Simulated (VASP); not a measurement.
Sb: single point with PBEsol+D3(BJ)

Sb:

```xyz
1
Lattice="3.0267 0.0000 0.0000 0.0000 3.0267 0.0000 0.0000 0.0000 3.0267" Properties=species:S:1:pos:R:3 pbc="T T T"
Sb    0.0000    0.0000    0.0000
```

```json
{"Program": "VASP 6.6.1", "Task": "single point", "Functional": "PBEsol", "Dispersion": "D3(BJ)", "Potentials or basis": "VASP PAW PBE potentials, release 64 (Sb)", "Cutoff": "520 eV", "k mesh": "8 × 8 × 8", "Occupations": "fermi-dirac, width 0.05 eV", "Spin": "no spin polarisation", "Dipole correction": "no", "Further INCAR settings": "ALGO = Normal; EDIFF = 1e-06; NBANDS = 8"}
```

```
Pressure                   : 0.2 GPa
Dispersion energy per atom : -0.492 eV
```

Levels at points of the mesh, in eV from the Fermi level:
```
           k point  band 1  band 2  band 3  band 4  band 5  band 6
(0.00, 0.00, 0.00)  -12.93    3.50    3.50    3.50    7.09    7.09
(0.50, 0.00, 0.00)  -10.23   -6.06    5.77    5.77    9.34   10.77
(0.50, 0.50, 0.00)   -7.33   -3.82   -3.82    1.90    8.12   13.51
(0.50, 0.50, 0.50)   -4.04   -1.70   -1.70   -1.70    4.77    4.77
```

It took 6.5 s on 1 thread of Intel(R) Xeon(R) Platinum 8375C CPU @ 2.90GHz (Ice Lake), on a shared host, peak memory 0.14 GiB.

Caveat: the PAW data sets were made with another functional, which shifts forces and pressure a little; spin-orbit coupling is left out, which moves the levels of the heavy elements; pairwise dispersion overbinds metals, which lowers pressure and volume.
